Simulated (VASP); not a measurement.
# AlRu in VASP: a series of runs

The runs below take AlRu through single point, with PBE.

Everything below comes from runs of VASP 6.6.1. Logs are shortened: lines on timing, memory, paths and dates and some standing lists are left out, and cuts for length are marked.

### 1 The cell of the first run

Symmetry: Pm-3m, No. 221, cubic system. The conventional cell has a = 2.992 Å, b = 2.992 Å, c = 2.992 Å, α = 90.00°, β = 90.00°, γ = 90.00°. Al (site symmetry m-3m) has 8 Ru at 2.59 Å and 6 Al at 2.99 Å within 3.4 Å. Ru (site symmetry m-3m) has 8 Al at 2.59 Å and 6 Ru at 2.99 Å within 3.4 Å.

### 2 Single point, PBE

INCAR reads:

```
PREC = Accurate ; ENCUT = 520
EDIFF = 1E-6 ; ISMEAR = 1
SIGMA = 0.15 ; LREAL = False
LASPH = True ; NELM = 80
ALGO = Normal ; ISIF = 2
LWAVE = False ; LCHARG = False
GGA = PE ; NBANDS = 16
```

KPOINTS reads:

```
Automatic mesh
0
Gamma
  12 12 12
```

POSCAR reads:

```
AlRu
1.0
    2.9916000000      0.0000000000      0.0000000000
    0.0000000000      2.9916000000      0.0000000000
    0.0000000000      0.0000000000      2.9916000000
Al Ru
1 1
Direct
    0.0000000000      0.0000000000      0.0000000000
    0.5000000000      0.5000000000      0.5000000000
```

Potentials or basis: VASP PAW PBE potentials, release 64 (Al, Ru_pv).

Run with:

```sh
$ cat potpaw_PBE.64/Al/POTCAR potpaw_PBE.64/Ru_pv/POTCAR > POTCAR
$ mpirun -np 1 vasp_std > vasp.out
```

OUTCAR:

```text
PREC = Accurate
   ENCUT = 520
   EDIFF = 1E-6
   ISMEAR = 1
   LREAL = False
   LASPH = True
   NELM = 80
   ISIF = 2
   GGA = PE

 ion  position               nearest neighbor table
   1  0.000  0.000  0.000-   2 2.59   2 2.59   2 2.59   2 2.59   2 2.59   2 2.59   2 2.59   2 2.59

   2  0.500  0.500  0.500-   1 2.59   1 2.59   1 2.59   1 2.59   1 2.59   1 2.59   1 2.59   1 2.59

  LATTYP: Found a simple cubic cell.
 ALAT       =     2.9916000000

  Lattice vectors:

 A1 = (   2.9916000000,   0.0000000000,   0.0000000000)
 A2 = (   0.0000000000,   2.9916000000,   0.0000000000)
 A3 = (   0.0000000000,   0.0000000000,   2.9916000000)

Analysis of symmetry for initial positions (statically):
=====================================================================
 Subroutine PRICEL returns:
 Original cell was already a primitive cell.

 Routine SETGRP: Setting up the symmetry group for a
 simple cubic supercell.

 Subroutine GETGRP returns: Found 48 space group operations
 (whereof 48 operations were pure point group operations)
 out of a pool of 48 trial point group operations.

The static configuration has the point symmetry O_h .

Analysis of symmetry for dynamics (positions and initial velocities):
=====================================================================
 Subroutine PRICEL returns:
 Original cell was already a primitive cell.

 Routine SETGRP: Setting up the symmetry group for a
 simple cubic supercell.

 Subroutine GETGRP returns: Found 48 space group operations
 (whereof 48 operations were pure point group operations)
 out of a pool of 48 trial point group operations.

The dynamic configuration has the point symmetry O_h .

 Subroutine INISYM returns: Found 48 space group operations
 (whereof 48 operations are pure point group operations),
 and found     1 'primitive' translations

----------------------------------------------------------------------------------------

                                     Primitive cell

  volume of cell :      26.7738

  direct lattice vectors                    reciprocal lattice vectors
     2.991600000  0.000000000  0.000000000     0.334269287  0.000000000  0.000000000
     0.000000000  2.991600000  0.000000000     0.000000000  0.334269287  0.000000000
     0.000000000  0.000000000  2.991600000     0.000000000  0.000000000  0.334269287

  length of vectors
     2.991600000  2.991600000  2.991600000     0.334269287  0.334269287  0.334269287

  position of ions in fractional coordinates (direct lattice)
     0.000000000  0.000000000  0.000000000
     0.500000000  0.500000000  0.500000000

  ion indices of the primitive-cell ions
   primitive index   ion index
                 1           1
                 2           2

----------------------------------------------------------------------------------------

 KPOINTS: Automatic mesh

Automatic generation of k-mesh.
 Grid dimensions read from file:
 generate k-points for:   12   12   12

 Generating k-lattice:

  Cartesian coordinates                     Fractional coordinates (reciprocal lattice)
     0.027855774  0.000000000  0.000000000     0.083333333  0.000000000  0.000000000
     0.000000000  0.027855774  0.000000000     0.000000000  0.083333333  0.000000000
     0.000000000  0.000000000  0.027855774     0.000000000  0.000000000  0.083333333

  Length of vectors
     0.027855774  0.027855774  0.027855774

  Shift w.r.t. Gamma in fractional coordinates (k-lattice)
     0.000000000  0.000000000  0.000000000

 Subroutine IBZKPT returns following result:
 ===========================================

 Found     84 irreducible k-points:

 Following reciprocal coordinates:
            Coordinates               Weight
  0.000000  0.000000  0.000000      1.000000
  0.083333  0.000000  0.000000      6.000000
  0.166667  0.000000  0.000000      6.000000
  0.250000  0.000000  0.000000      6.000000
  0.333333  0.000000  0.000000      6.000000
  0.416667  0.000000  0.000000      6.000000
[... 16 lines left out ...]
  0.333333  0.333333  0.000000     12.000000
  0.416667  0.333333  0.000000     24.000000
 [... further k-points ...]
   k-points           NKPTS =     84   k-points in BZ     NKDIM =     84   number of bands    NBANDS=     16
   number of dos      NEDOS =    301   number of ions     NIONS =      2
   total plane-waves  NPLWV =  13824
   dimension x,y,z NGX =    24 NGY =   24 NGZ =   24
   dimension x,y,z NGXF=    48 NGYF=   48 NGZF=   48
   ions per type =               1   1
   NGX,Y,Z   is equivalent  to a cutoff of  13.34, 13.34, 13.34 a.u.
   NGXF,Y,Z  is equivalent  to a cutoff of  26.67, 26.67, 26.67 a.u.
 SYSTEM =  unknown system
   PREC   = accura    normal or accurate (medium, high low for compatibility)
   ISTART =      0    job   : 0-new  1-cont  2-samecut
   ICHARG =      2    charge: 1-file 2-atom 10-const
   ISPIN  =      1    spin polarized calculation?
   LNONCOLLINEAR =      F non collinear calculations
   LSORBIT =      F    spin-orbit coupling
   LASPH  =      T    aspherical Exc in radial PAW
   ENCUT  =  520.0 eV  38.22 Ry    6.18 a.u.   5.56  5.56  5.56*2*pi/ulx,y,z
   NELM   =     80;   NELMIN=  2; NELMDL= -5     # of ELM steps
   EDIFF  = 0.1E-05   stopping-criterion for ELM
   LREAL  =      F    real-space projection
   EDIFFG = 0.1E-04   stopping-criterion for IOM
   NSW    =      0    number of steps for IOM
   IBRION =     -1    ionic relax: 0-MD 1-quasi-New 2-CG
   NFREE  =      0    steps in history (QN), initial steepest desc. (CG)
   ISIF   =      2    stress and relaxation
   ISYM   =      2    0-nonsym 1-usesym 2-fastsym
   POTIM  = 0.5000    time-step for ionic-motion
   TEBEG  =    0.0;   TEEND  =   0.0 temperature during run
   PSTRESS=    0.0 pullay stress
   NELECT =      17.0000    total number of electrons
   NUPDOWN=      -1.0000    fix difference up-down
   EMIN   =  10.00;   EMAX   =-10.00  energy-range for DOS
   EFERMI =   0.00;   METHOD = LEGACY
   ISMEAR =     1;   SIGMA  =   0.15  broadening in eV -4-tet -1-fermi 0-gaus
   EFERMI_NEDOS =   21; number of points for ismear=-14 and -15
   IALGO  =     38    algorithm
   IMIX   =      4    mixing-type and parameters
     AMIX     =   0.40;   BMIX     =  1.00
     AMIX_MAG =   1.60;   BMIX_MAG =  1.00
  volume/ion in A,a.u.               =      13.39        90.34
  Fermi-wavevector in a.u.,A,eV,Ry     =   1.407087  2.659009 26.938090  1.979894
  Thomas-Fermi vector in A             =   2.529382
   LORBIT       =      0    0 simple, 1 ext, 2 COOP (PROOUT), +10 PAW based schemes
   GGA     = PE    functional components
   LHFCALC =     F    Hartree Fock is set to
   AEXX    =    0.0000 exact exchange contribution
   IVDW    =     0    specifies the selected vdW correction
   LEPSILON=     F    determine dielectric tensor
   LRPA    =     F    only Hartree local field effects (RPA)
 non-spin polarized calculation
 Methfessel and Paxton  Order N= 1 SIGMA  =   0.15
  energy-cutoff  :      520.00
  volume of cell :       26.77
 maximum number of plane-waves:       739
 NGX is ok and might be reduce to    24
   NGX = 11   NGY = 11   NGZ = 11

 number of electron      16.9999995 magnetization

 Free energy of the ion-electron system (eV)
  ---------------------------------------------------
  ext. energy  EPLUGINS =         0.00000000
  ---------------------------------------------------
  free energy    TOTEN  =       -14.26278068 eV

  energy without entropy =      -14.26347962  energy(sigma->0) =      -14.26301366

 E-fermi :  10.7037     XC(G=0): -12.5666

 val. band max:       10.6985760965   @ k =   0.4167   0.3333   0.1667
 cond. band min:      10.7180845976   @ k =   0.2500   0.0833   0.0833
 fundamental gap:      0.0195085011
 Fermi energy:        10.7037326717

 k-point     1 :       0.0000    0.0000    0.0000
  band No.  band energies     occupation
      1     -31.0540      2.00000
      2     -31.0540      2.00000
      3     -31.0540      2.00000
      4       1.0418      2.00000
      5       7.1518      2.00000
      6       7.1518      2.00000
[... 8 lines left out ...]
     15      22.8293      0.00000
     16      25.8249      0.00000

 k-point     2 :       0.0833    0.0000    0.0000
  band No.  band energies     occupation
      1     -31.0682      2.00000
      2     -31.0528      2.00000
      3     -31.0528      2.00000
      4       1.1752      2.00000
      5       7.1973      2.00000
      6       7.1986      2.00000
[... 8 lines left out ...]
     15      22.8297      0.00000
     16      26.2477      0.00000

 k-point     3 :       0.1667    0.0000    0.0000
  band No.  band energies     occupation
      1     -31.1068      2.00000
      2     -31.0495      2.00000
      3     -31.0495      2.00000
      4       1.5671      2.00000
      5       7.2816      2.00000
      6       7.3307      2.00000
[... 8 lines left out ...]
     15      22.9830      0.00000
     16      27.5781      0.00000

 k-point     4 :       0.2500    0.0000    0.0000
  band No.  band energies     occupation
      1     -31.1591      2.00000
      2     -31.0451      2.00000
      3     -31.0451      2.00000
      4       2.1937      2.00000
      5       7.2410      2.00000
      6       7.5221      2.00000
[... 8 lines left out ...]
     15      23.5149      0.00000
     16      27.1911      0.00000
[... 324 lines left out ...]
 k-point    22 :       0.5000    0.2500    0.0000
  band No.  band energies     occupation
      1     -31.2496      2.00000
      2     -31.1369      2.00000
      3     -31.0271      2.00000
      4       4.9810      2.00000
      5       6.0659      2.00000
      6       8.5591      2.00000
[... 8 lines left out ...]
     15      22.8307      0.00000
     16      24.4082      0.00000

 k-point    23 :       0.3333    0.3333    0.0000
  band No.  band energies     occupation
      1     -31.1947      2.00000
      2     -31.1911      2.00000
      3     -31.0271      2.00000
      4       4.3322      2.00000
      5       6.8730      2.00000
      6       8.5588      2.00000
[... 8 lines left out ...]
     15      23.2615      0.00000
     16      25.5474      0.00000

 k-point    24 :       0.4167    0.3333    0.0000
  band No.  band energies     occupation
      1     -31.2296      2.00000
      2     -31.1884      2.00000
      3     -31.0238      2.00000
      4       4.6965      2.00000
      5       6.8031      2.00000
      6       8.8077      2.00000
[... 8 lines left out ...]
     15      23.0894      0.00000
     16      25.9073      0.00000

 [... further k-points ...]
[... 5 lines left out ...]
  --------------------------------------------------------------------------------------
  -------------------------------------------------------------------------------------
  Total        0.3981639      0.3981639      0.3981639      0.0000000      0.0000000      0.0000000
  in kB       23.8265909     23.8265909     23.8265909      0.0000000      0.0000000      0.0000000
  external PRESSURE =      23.8265909 kB  Pullay stress =       0.0000000 kB

 VOLUME and BASIS-vectors are now :
 -----------------------------------------------------------------------------
  energy-cutoff  :      520.00
  volume of cell :       26.77
      direct lattice vectors                 reciprocal lattice vectors
     2.991600000  0.000000000  0.000000000     0.334269287  0.000000000  0.000000000
     0.000000000  2.991600000  0.000000000     0.000000000  0.334269287  0.000000000
     0.000000000  0.000000000  2.991600000     0.000000000  0.000000000  0.334269287

 POSITION                                       TOTAL-FORCE (eV/Angst)
 -----------------------------------------------------------------------------------
      0.00000      0.00000      0.00000         0.000000      0.000000      0.000000
      1.49580      1.49580      1.49580         0.000000      0.000000      0.000000
 -----------------------------------------------------------------------------------
    total drift:                                0.000000     -0.000000     -0.000000

  FREE ENERGIE OF THE ION-ELECTRON SYSTEM (eV)
  ---------------------------------------------------
  free  energy   TOTEN  =       -14.2627806779 eV

  energy  without entropy=      -14.2634796234  energy(sigma->0) =      -14.26301366
```

It took 33 s on 1 thread of Intel Xeon 8259CL, shared host; peak memory 0.16 GiB.

Results:

| Property | Result |
| --- | --- |
| Free energy | -14.2628 eV |
| Pressure | 2.4 GPa |
| Band gap on the k mesh | zero (an odd number of electrons rules out a gap without spin polarisation) |

Levels at points of the mesh, in eV from the Fermi level:
```tsv
k point	band 6	band 7	band 8	band 9	band 10	band 11	band 12	band 13
(0.00, 0.00, 0.00)	-3.55	0.19	0.19	0.19	6.09	6.09	6.09	10.99
(0.50, 0.00, 0.00)	-2.75	-1.59	-1.59	0.44	2.30	7.46	11.05	11.05
(0.50, 0.50, 0.00)	-1.35	-1.35	-1.16	-1.16	1.55	5.33	6.24	10.60
(0.50, 0.50, 0.50)	-4.62	1.64	1.64	2.59	4.15	4.15	4.15	8.54
```

### 3 Single point, PBE

This run uses another cell than the first one, of 12.99 Å³/atom.

INCAR reads:

```
PREC = Accurate
ENCUT = 520
EDIFF = 1E-7
ISMEAR = 1
SIGMA = 0.15
LREAL = F
LASPH = T
NELM = 60
ALGO = Normal
ISIF = 2
LWAVE = F
LCHARG = F
GGA = PE
NBANDS = 16
```

KPOINTS is that of step 2.

POSCAR: that of step 2 with these lines changed.

```diff
@@ -4,3 +4,3 @@
     0.0000000000      2.9916000000      0.0000000000
-    0.0000000000      0.0000000000      2.9916000000
+    0.0000000000      0.0000000000      2.9018520000
 Al Ru
```

Potentials or basis: VASP PAW PBE potentials, release 64 (Al, Ru_pv).

Run with:

```sh
$ cat potpaw_PBE.64/Al/POTCAR potpaw_PBE.64/Ru_pv/POTCAR > POTCAR
$ mpirun -np 1 vasp_std > vasp.out
```

Wall time 70 s (1 thread of Intel Xeon 8259CL, shared host); peak memory 0.2 GiB.

It converged, with:

```
Free energy            : -14.2234 eV
Pressure               : 9.5 GPa
Band gap on the k mesh : zero (an odd number of electrons rules out a gap without spin polarisation)
```

Stress tensor (GPa, compression positive):
```
 7.45  0.00  0.00
 0.00  7.45  0.00
 0.00  0.00 13.62
```

Levels at points of the mesh, in eV from the Fermi level:
```
           k point  band 5  band 6  band 7  band 8  band 9  band 10  band 11  band 12  band 13  band 14
(0.00, 0.00, 0.00)   -3.74   -3.72    0.05    0.27    0.27     5.92     5.92     6.88    11.05    11.23
(0.50, 0.00, 0.00)   -5.65   -2.94   -1.79   -1.41    0.51     2.23     7.43    10.93    11.75    12.12
(0.50, 0.50, 0.00)   -3.26   -1.50   -1.50   -1.02   -1.02     1.48     5.23     6.41    11.34    12.12
(0.00, 0.00, 0.50)   -5.30   -2.81   -1.80   -1.80    0.37     2.78     7.41    10.93    10.93    12.12
(0.50, 0.00, 0.50)   -3.14   -1.44   -1.37   -1.27   -1.21     1.67     5.69     6.61    10.61    12.12
(0.50, 0.50, 0.50)   -4.82   -4.77    1.60    1.83    2.77     4.15     4.15     4.37     8.53     8.96
```

Caveat: the cell stands under pressure.
